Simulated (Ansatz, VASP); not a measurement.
**One calculation of Cu, two programs**

Contents of INCAR:

```
SYSTEM = Cu
ALGO = Normal
EDIFF = 1E-6
ENCUT = 520
GGA = CA
ISIF = 2
ISMEAR = -1
LASPH = .True.
LCHARG = .False.
LREAL = .False.
LWAVE = .False.
NBANDS = 12
NELM = 100
PREC = Accurate
SIGMA = 0.1
```

KPOINTS

```
k-points
0
Gamma
  25 25 25
  0 0 0
```

File POSCAR:

```
Cu
1.0
    0.0000000000      1.8265327586      1.8265327586
    1.8265327586      0.0000000000      1.8265327586
    1.8265327586      1.8265327586      0.0000000000
Cu
1
Direct
    0.0000000000      0.0000000000      0.0000000000
```

Input for Ansatz:

```yaml
crystal:
  lattice:
    - [0.0, 1.8265327719, 1.8265327719]
    - [1.8265327719, 0.0, 1.8265327719]
    - [1.8265327719, 1.8265327719, 0.0]
  atoms:
    - { symbol: Cu, position: [0.0, 0.0, 0.0] }
hamiltonian:
  xc: lda
  pseudopotentials:
    kind: paw
    azcp:
      Cu: "pseudopotentials/Cu.paw.azcp"
basis:
  ecutwfc: 420
  fft_grid_basis: typed
kpoints:
  mp_grid: { grid: [25, 25, 25], shift: [0, 0, 0] }
magnetization:
  spin_polarized: false
scf:
  occupations: { method: fermi_dirac, width: 0.1 }
output:
  stress: true
```

Alike in both runs: task single point; functional LDA; k mesh 25 × 25 × 25; occupations fermi-dirac, width 0.1 eV; no spin polarisation.

```csv
,VASP,Ansatz
version,VASP 6.6.1,Ansatz 0.2.0
potentials or method,"VASP PAW LDA potentials, release 64 (Cu), cutoff 520 eV","plane waves (420 eV) with PAW, scalar-relativistic"
valence electrons in the cell,11,19
```

```tsv
	VASP	Ansatz	Ansatz less VASP
pressure (GPa)	-15.3	-16.0	-0.79
```

Ansatz warns that its potentials were made for another functional, while VASP's fit it. LDA's correlation is that of Perdew and Zunger in VASP and of Perdew and Wang (1992) in Ansatz. VASP's potentials hold 11 valence electrons a cell and Ansatz's 19, so a difference there can come from the potentials and not from the codes.
